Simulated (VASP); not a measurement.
# C (C2/m) in VASP: further runs, part 2 of 2

VASP 6.6.1. Earlier steps stand in the parts before.

### Step 5. Single point, r2SCAN

This run uses another cell than the first one, of 9.34 Å³/atom, 1.041 times its volume.

The input, POSCAR:

```
C
1.0
    2.1414089317     -1.2364169979      0.0000000000
    2.1414089317      1.2364169979      0.0000000000
   -1.3882028085      0.0000000000      3.5260283048
C
2
Direct
    0.1666444700      0.1666444700      0.9999069600
    0.8333555300      0.8333555300      0.0000930400
```

The input, INCAR.step1:

```
PREC = Accurate
ENCUT = 520
ISMEAR = -1
SIGMA = 0.05
LREAL = False
LASPH = True
NELM = 100
NBANDS = 11
GGA = PE
ALGO = Normal
EDIFF = 1E-4
LWAVE = True
LCHARG = False
```

The input, INCAR.step2:

```
PREC = Accurate
ENCUT = 520
EDIFF = 1E-6
ISMEAR = -1
SIGMA = 0.05
LREAL = False
LASPH = True
NELM = 100
ALGO = Normal
ISIF = 2
LWAVE = False
LCHARG = False
METAGGA = R2SCAN
LMIXTAU = True
NBANDS = 11
ISTART = 1
```

The input, KPOINTS:

```
Automatic mesh
0
Gamma
  13 13 8
```

Potentials or basis: VASP PAW PBE potentials, release 64 (C).

The run is started by

```
> cat potpaw_PBE.64/C/POTCAR > POTCAR
> cp INCAR.step1 INCAR
> mpirun -np 1 vasp_std > vasp.out
> cp INCAR.step2 INCAR
> mpirun -np 1 vasp_std > vasp.out
```

OUTCAR:

```text
PREC = Accurate
   ENCUT = 520
   EDIFF = 1E-6
   ISMEAR = -1
   LREAL = False
   LASPH = True
   NELM = 100
   ISIF = 2
   METAGGA = R2SCAN
   ISTART = 1

 ion  position               nearest neighbor table
   1  0.167  0.167  1.000-   2 1.43   2 1.43   2 1.43
   2  0.833  0.833  0.000-   1 1.43   1 1.43   1 1.43

  LATTYP: Found a base centered monoclinic cell.
 ALAT       =     4.2828178634
 B/A-ratio  =     0.5773848141
 C/A-ratio  =     0.8848045598
 COS(beta)  =    -0.3663329314

  Lattice vectors:

 A1 = (   2.1414089317,  -1.2364169979,   0.0000000000)
 A2 = (   2.1414089317,   1.2364169979,   0.0000000000)
 A3 = (  -1.3882028085,   0.0000000000,   3.5260283048)

Analysis of symmetry for initial positions (statically):
=====================================================================
 Subroutine PRICEL returns:
 Original cell was already a primitive cell.

 Routine SETGRP: Setting up the symmetry group for a
 base centered monoclinic supercell.

 Subroutine GETGRP returns: Found  4 space group operations
 (whereof  4 operations were pure point group operations)
 out of a pool of  4 trial point group operations.

The static configuration has the point symmetry C_2h.

Analysis of symmetry for dynamics (positions and initial velocities):
=====================================================================
 Subroutine PRICEL returns:
 Original cell was already a primitive cell.

 Routine SETGRP: Setting up the symmetry group for a
 base centered monoclinic supercell.

 Subroutine GETGRP returns: Found  4 space group operations
 (whereof  4 operations were pure point group operations)
 out of a pool of  4 trial point group operations.

The dynamic configuration has the point symmetry C_2h.

 Subroutine INISYM returns: Found  4 space group operations
 (whereof  4 operations are pure point group operations),
 and found     1 'primitive' translations

----------------------------------------------------------------------------------------

                                     Primitive cell

  volume of cell :      18.6715

  direct lattice vectors                    reciprocal lattice vectors
     2.141408932 -1.236416998  0.000000000     0.233491134 -0.404394311  0.091925821
     2.141408932  1.236416998  0.000000000     0.233491134  0.404394311  0.091925821
    -1.388202808  0.000000000  3.526028305     0.000000000  0.000000000  0.283605211

  length of vectors
     2.472723035  2.472723035  3.789456774     0.475923550  0.475923550  0.283605211

  position of ions in fractional coordinates (direct lattice)
     0.166644470  0.166644470  0.999906960
     0.833355530  0.833355530  0.000093040

  ion indices of the primitive-cell ions
   primitive index   ion index
                 1           1
                 2           2

----------------------------------------------------------------------------------------

 KPOINTS: Automatic mesh

Automatic generation of k-mesh.
 Grid dimensions read from file:
 generate k-points for:   13   13    8

 Generating k-lattice:

  Cartesian coordinates                     Fractional coordinates (reciprocal lattice)
     0.017960856 -0.031107255  0.007071217     0.076923077  0.000000000 -0.000000000
     0.017960856  0.031107255  0.007071217     0.000000000  0.076923077 -0.000000000
     0.000000000  0.000000000  0.035450651     0.000000000  0.000000000  0.125000000

  Length of vectors
     0.036609504  0.036609504  0.035450651

  Shift w.r.t. Gamma in fractional coordinates (k-lattice)
     0.000000000  0.000000000  0.000000000

 Subroutine IBZKPT returns following result:
 ===========================================

 Found    371 irreducible k-points:

 Following reciprocal coordinates:
            Coordinates               Weight
  0.000000  0.000000  0.000000      1.000000
  0.076923 -0.000000  0.000000      4.000000
  0.153846 -0.000000  0.000000      4.000000
  0.230769 -0.000000 -0.000000      4.000000
  0.307692 -0.000000  0.000000      4.000000
  0.384615  0.000000 -0.000000      4.000000
[... 16 lines left out ...]
  0.384615  0.153846 -0.000000      4.000000
  0.461538  0.153846  0.000000      4.000000
 [... further k-points ...]
   k-points           NKPTS =    371   k-points in BZ     NKDIM =    371   number of bands    NBANDS=     11
   number of dos      NEDOS =    301   number of ions     NIONS =      2
   total plane-waves  NPLWV =   9072
   dimension x,y,z NGX =    18 NGY =   18 NGZ =   28
   dimension x,y,z NGXF=    36 NGYF=   36 NGZF=   56
   ions per type =               2
   NGX,Y,Z   is equivalent  to a cutoff of  12.10, 12.10, 12.28 a.u.
   NGXF,Y,Z  is equivalent  to a cutoff of  24.20, 24.20, 24.57 a.u.
 SYSTEM =  unknown system
   PREC   = accura    normal or accurate (medium, high low for compatibility)
   ISTART =      1    job   : 0-new  1-cont  2-samecut
   ICHARG =      0    charge: 1-file 2-atom 10-const
   ISPIN  =      1    spin polarized calculation?
   LNONCOLLINEAR =      F non collinear calculations
   LSORBIT =      F    spin-orbit coupling
   LASPH  =      T    aspherical Exc in radial PAW
   ENCUT  =  520.0 eV  38.22 Ry    6.18 a.u.   4.60  4.60  7.05*2*pi/ulx,y,z
   NELM   =    100;   NELMIN=  2; NELMDL=  0     # of ELM steps
   EDIFF  = 0.1E-05   stopping-criterion for ELM
   LREAL  =      F    real-space projection
   EDIFFG = 0.1E-04   stopping-criterion for IOM
   NSW    =      0    number of steps for IOM
   IBRION =     -1    ionic relax: 0-MD 1-quasi-New 2-CG
   NFREE  =      0    steps in history (QN), initial steepest desc. (CG)
   ISIF   =      2    stress and relaxation
   ISYM   =      2    0-nonsym 1-usesym 2-fastsym
   POTIM  = 0.5000    time-step for ionic-motion
   TEBEG  =    0.0;   TEEND  =   0.0 temperature during run
   PSTRESS=    0.0 pullay stress
   NELECT =       8.0000    total number of electrons
   NUPDOWN=      -1.0000    fix difference up-down
   EMIN   =  10.00;   EMAX   =-10.00  energy-range for DOS
   EFERMI =   0.00;   METHOD = LEGACY
   ISMEAR =    -1;   SIGMA  =   0.05  broadening in eV -4-tet -1-fermi 0-gaus
   EFERMI_NEDOS =   21; number of points for ismear=-14 and -15
   IALGO  =     38    algorithm
   IMIX   =      4    mixing-type and parameters
     AMIX     =   0.40;   BMIX     =  1.00
     AMIX_MAG =   1.60;   BMIX_MAG =  1.00
  volume/ion in A,a.u.               =       9.34        63.00
  Fermi-wavevector in a.u.,A,eV,Ry     =   1.234179  2.332260 20.724353  1.523197
  Thomas-Fermi vector in A             =   2.368879
   LORBIT       =      0    0 simple, 1 ext, 2 COOP (PROOUT), +10 PAW based schemes
   METAGGA = R2SCAN    functional components
   LHFCALC =     F    Hartree Fock is set to
   AEXX    =    0.0000 exact exchange contribution
   IVDW    =     0    specifies the selected vdW correction
   LEPSILON=     F    determine dielectric tensor
   LRPA    =     F    only Hartree local field effects (RPA)
 non-spin polarized calculation
  energy-cutoff  :      520.00
  volume of cell :       18.67
 maximum number of plane-waves:       517
   NGX =  9   NGY =  9   NGZ = 13

 number of electron       7.9999999 magnetization

 Free energy of the ion-electron system (eV)
  ---------------------------------------------------
  ext. energy  EPLUGINS =         0.00000000
  ---------------------------------------------------
  free energy    TOTEN  =       -19.87297519 eV

  energy without entropy =      -19.87297451  energy(sigma->0) =      -19.87297485

 E-fermi :   4.2041     XC(G=0): -10.7437

 val. band max:        3.7287448462   @ k =  -0.3077   0.3077   0.0000
 cond. band min:       4.7116873085   @ k =  -0.3077   0.3846   0.3750
 fundamental gap:      0.9829424622
 Fermi energy:         4.2040870504

 k-point     1 :       0.0000    0.0000    0.0000
  band No.  band energies     occupation
      1     -16.6271      2.00000
      2      -3.0059      2.00000
      3       0.9310      2.00000
      4       0.9345      2.00000
      5       8.2362      0.00000
      6      12.7593      0.00000
      7      12.7614      0.00000
      8      16.3205      0.00000
      9      16.9925      0.00000
     10      27.9337      0.00000
     11      29.2597      0.00000
[... 309 lines left out ...]
 k-point    24 :       0.4615    0.1538    0.0000
  band No.  band energies     occupation
      1     -12.5581      2.00000
      2      -7.2571      2.00000
      3      -3.8993      2.00000
      4       0.8933      2.00000
      5       7.7881      0.00000
      6      14.1585      0.00000
      7      14.6009      0.00000
      8      18.1552      0.00000
      9      19.6566      0.00000
     10      23.0360      0.00000
     11      27.3907      0.00000

 [... further k-points ...]
[... 5 lines left out ...]
  --------------------------------------------------------------------------------------
  -------------------------------------------------------------------------------------
  Total       -0.8340063     -0.8431368      0.0083584      0.0000000      0.0000000     -0.0036777
  in kB      -71.5648156    -72.3482877      0.7172238      0.0000000      0.0000000     -0.3155785
  external PRESSURE =     -47.7319598 kB  Pullay stress =       0.0000000 kB

 VOLUME and BASIS-vectors are now :
 -----------------------------------------------------------------------------
  energy-cutoff  :      520.00
  volume of cell :       18.67
      direct lattice vectors                 reciprocal lattice vectors
     2.141408932 -1.236416998  0.000000000     0.233491134 -0.404394311  0.091925821
     2.141408932  1.236416998  0.000000000     0.233491134  0.404394311  0.091925821
    -1.388202808  0.000000000  3.526028305     0.000000000  0.000000000  0.283605211

 POSITION                                       TOTAL-FORCE (eV/Angst)
 -----------------------------------------------------------------------------------
     -0.67437      0.00000      3.52570        -0.002203      0.000000      0.010354
      3.56898      0.00000      0.00033         0.002203      0.000000     -0.010354
 -----------------------------------------------------------------------------------
    total drift:                               -0.000000     -0.000000      0.000000

  FREE ENERGIE OF THE ION-ELECTRON SYSTEM (eV)
  ---------------------------------------------------
  free  energy   TOTEN  =       -19.8729751941 eV

  energy  without entropy=      -19.8729745117  energy(sigma->0) =      -19.87297485
```

Wall time 3.2 min (1 thread of Intel Xeon Platinum 8488C (Sapphire Rapids), shared host); peak memory 0.17 GiB.

What came out:

```yaml
Free_energy: -19.8730 eV
Pressure: -4.8 GPa
Largest_force: 0.011 eV/Å
Band_gap_on_the_k_mesh: 0.98 eV, indirect (least direct gap 0.99 eV)
```

Forces in eV/Å, atoms in the order of the input:
```
C   -0.002  0.000  0.010
C    0.002  0.000 -0.010
```

Stress tensor (GPa, compression positive):
```
-7.16  0.00 -0.03
 0.00 -7.23  0.00
-0.03  0.00  0.07
```

Levels at points of the mesh, in eV from the valence-band top:
```
           k point  band 2  band 3  band 4  band 5  band 6  band 7
(0.00, 0.00, 0.00)   -6.73   -2.80   -2.79    4.51    9.03    9.03
(0.00, 0.00, 0.50)   -8.30   -2.81   -2.81    8.99    9.00   10.37
```

Caveat: the PAW data sets were made with another functional, which shifts forces and pressure a little.

### Step 6. Single point, r2SCAN

This run uses another cell than the first one, of 9.52 Å³/atom, 1.061 times its volume.

The input, POSCAR:

```
C
1.0
    2.1553145742     -1.2444459046      0.0000000000
    2.1553145742      1.2444459046      0.0000000000
   -1.3972173651      0.0000000000      3.5489252341
C
2
Direct
    0.1666444700      0.1666444700      0.9999069600
    0.8333555300      0.8333555300      0.0000930400
```

The input, INCAR.step1:

```
ALGO     = Normal         # electronic algorithm
EDIFF    = 1E-4           # SCF threshold, eV
ENCUT    = 520            # plane-wave cutoff, eV
GGA      = PE             # functional
ISMEAR   = -1             # smearing method
LASPH    = T              # aspherical terms in the spheres
LCHARG   = F              # write CHGCAR
LREAL    = F              # projectors in reciprocal space
LWAVE    = T              # write WAVECAR
NBANDS   = 11             # bands
NELM     = 100            # most SCF steps
PREC     = Accurate       # precision mode
SIGMA    = 0.05           # smearing width, eV
```

The input, INCAR.step2:

```
ALGO     = Normal         # electronic algorithm
EDIFF    = 1E-6           # SCF threshold, eV
ENCUT    = 520            # plane-wave cutoff, eV
ISIF     = 2              # what is computed and relaxed
ISMEAR   = -1             # smearing method
ISTART   = 1            
LASPH    = T              # aspherical terms in the spheres
LCHARG   = T              # write CHGCAR
LELF     = T              # ELF
LMIXTAU  = T            
LREAL    = F              # projectors in reciprocal space
LVHAR    = T            
LWAVE    = F              # write WAVECAR
METAGGA  = R2SCAN         # meta-GGA
NBANDS   = 11             # bands
NELM     = 100            # most SCF steps
PREC     = Accurate       # precision mode
SIGMA    = 0.05           # smearing width, eV
```

The input, KPOINTS:

```
k-points
0
Gamma
  13 13 8
```

Potentials or basis: VASP PAW PBE potentials, release 64 (C).

The run is started by

```
> cat potpaw_PBE.64/C/POTCAR > POTCAR
> cp INCAR.step1 INCAR
> mpirun -np 1 vasp_std > vasp.out
> cp INCAR.step2 INCAR
> mpirun -np 1 vasp_std > vasp.out
```

Run time: 4 min. Hardware: 1 thread of Intel Xeon Platinum 8488C (Sapphire Rapids), shared host; peak memory 0.17 GiB.

The run converged. Its results:

| Quantity | Value |
| --- | --- |
| Free energy | -19.8568 eV |
| Pressure | -9.6 GPa |
| Largest force | 0.011 eV/Å |
| Band gap on the k mesh | 0.98 eV, indirect (least direct gap 0.99 eV) |

Forces in eV/Å, atoms in the order of the input:
```
C   -0.002  0.000  0.010
C    0.002  0.000 -0.010
```

Stress tensor (GPa, compression positive):
```
-14.33   0.00  -0.03
  0.00 -14.40   0.00
 -0.03   0.00  -0.03
```

Levels at points of the mesh, in eV from the valence-band top:
```tsv
k point	band 1	band 2	band 3	band 4	band 5	band 6	band 7	band 8
(0.00, 0.00, 0.00)	-20.19	-6.63	-2.80	-2.80	4.53	8.90	8.91	12.35
(0.00, 0.00, 0.50)	-20.00	-8.15	-2.81	-2.81	8.87	8.87	10.29	12.50
```

Caveat: the PAW data sets were made with another functional, which shifts forces and pressure a little. A k mesh can miss the band edges.

### Step 7. The runs side by side

```tsv
cell	gap on the mesh (eV)	pressure (GPa)	largest force (eV/Å)
a = 2.440, b = 2.440, c = 3.739 Å, angles 108.5, 108.5, 60.0°, 2 atoms	1.00	6.3	0.01
a = 2.473, b = 2.473, c = 3.789 Å, angles 108.5, 108.5, 60.0°, 2 atoms	0.98	-4.8	0.01
a = 2.489, b = 2.489, c = 3.814 Å, angles 108.5, 108.5, 60.0°, 2 atoms	0.98	-9.6	0.01
```

Alike in all rows: task single point; level r2SCAN; potentials or basis VASP PAW PBE potentials, release 64 (C); no spin polarisation; k mesh 13 × 13 × 8; cutoff (eV) 520; smearing fermi-dirac 0.05 eV.

Caveats: the PAW data sets were made with another functional, which shifts forces and pressure a little.

Total energies depend on the potentials used, so only differences within one code and one set of settings carry meaning.
